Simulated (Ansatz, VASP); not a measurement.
# Two plane-wave programs on Ta

POSCAR

```
Ta
1.0
    0.0000000000     -3.3046225765      3.3046225765
    3.3046225765     -3.3046225765      0.0000000000
    3.3046225765      0.0000000000      3.3046225765
Ta
4
Direct
    0.0000000000      0.0000000000      0.0000000000
    0.2500000000      0.2500000000      0.2500000000
    0.5000000000      0.5000000000      0.5000000000
    0.7500000000      0.7500000000      0.7500000000
```

INCAR.step1

```
ALGO     = Normal         # electronic algorithm
EDIFF    = 1E-4           # SCF threshold, eV
ENCUT    = 600            # plane-wave cutoff, eV
GGA      = PE             # functional
ISMEAR   = 0              # smearing method
LASPH    = T              # aspherical terms in the spheres
LCHARG   = F              # write CHGCAR
LREAL    = F              # projectors in reciprocal space
LWAVE    = T              # write WAVECAR
NELM     = 80             # most SCF steps
PREC     = Accurate       # precision mode
SIGMA    = 0.1            # smearing width, eV
```

INCAR.step2

```
ALGO     = Normal         # electronic algorithm
EDIFF    = 1E-6           # SCF threshold, eV
EDIFFG   = -0.015         # ionic threshold
ENCUT    = 600            # plane-wave cutoff, eV
IBRION   = 2              # ionic algorithm
ISIF     = 3              # what is computed and relaxed
ISMEAR   = 0              # smearing method
ISTART   = 1            
LASPH    = T              # aspherical terms in the spheres
LCHARG   = F              # write CHGCAR
LMIXTAU  = T            
LREAL    = F              # projectors in reciprocal space
LWAVE    = F              # write WAVECAR
METAGGA  = R2SCAN         # meta-GGA
NELM     = 80             # most SCF steps
NSW      = 80             # ionic steps
PREC     = Accurate       # precision mode
SIGMA    = 0.1            # smearing width, eV
```

File KPOINTS:

```
k-points
0
Gamma
  12 12 12
```

Input for Ansatz:

```yaml
crystal:
  lattice:
    - [0.0, -3.3046225765, 3.3046225765]
    - [3.3046225765, -3.3046225765, 0.0]
    - [3.3046225765, 0.0, 3.3046225765]
  atoms:
    - { symbol: Ta, position: [0.0, 0.0, 0.0] }
    - { symbol: Ta, position: [0.25, 0.25, 0.25] }
    - { symbol: Ta, position: [0.5, 0.5, 0.5] }
    - { symbol: Ta, position: [0.75, 0.75, 0.75] }
basis:
  ecutwfc: 500
kpoints:
  mp_grid: { grid: [12, 12, 12] }
hamiltonian:
  xc: r2scan
scf:
  occupations: { method: gaussian, width: 0.1 }
output:
  forces: true
  stress: true
  eigenvalues: true
  write_density: true
  write_potential: true
  elf: true
  volumetric_format: npy
relax:
  adjacent_minimum: "off"
  f_tol: 0.015
  max_steps: 60
  cell: { stress_tol: 0.15 }
```

Alike in both runs: task relaxation of cell and atoms; functional r2SCAN; k mesh 12 × 12 × 12; occupations gaussian, width 0.1 eV; no spin polarisation.

|  | VASP | Ansatz |
| --- | --- | --- |
| version | VASP 6.6.1 | Ansatz 0.2.0 |
| potentials or method | VASP PAW PBE potentials, release 64 (Ta_pv), cutoff 600 eV | scalar-relativistic, plane waves, PAW |
| valence electrons in the cell | 44 | 52 |

Ansatz gave:

| Property | Result |
| --- | --- |
| gap on the k mesh at the Fermi level, each at its own relaxed structure (eV) | none |
| relaxed volume (Å³/atom) | 18.06 |
| relaxed length of the cell vector where the two differ most in proportion (Å) | 4.675 |

What did VASP give for the same quantities?

gap on the k mesh at the Fermi level, each at its own relaxed structure (eV): none; relaxed volume (Å³/atom): 18.12; relaxed length of the cell vector where the two differ most in proportion (Å): 4.680.

VASP's potentials were made for PBE, not for r2SCAN. A gap of «none» marks a metal or a gap that the smearing closes. VASP's potentials hold 44 valence electrons a cell and Ansatz's 52, so a difference there can come from the potentials and not from the codes.

Neither program's run includes spin-orbit coupling.
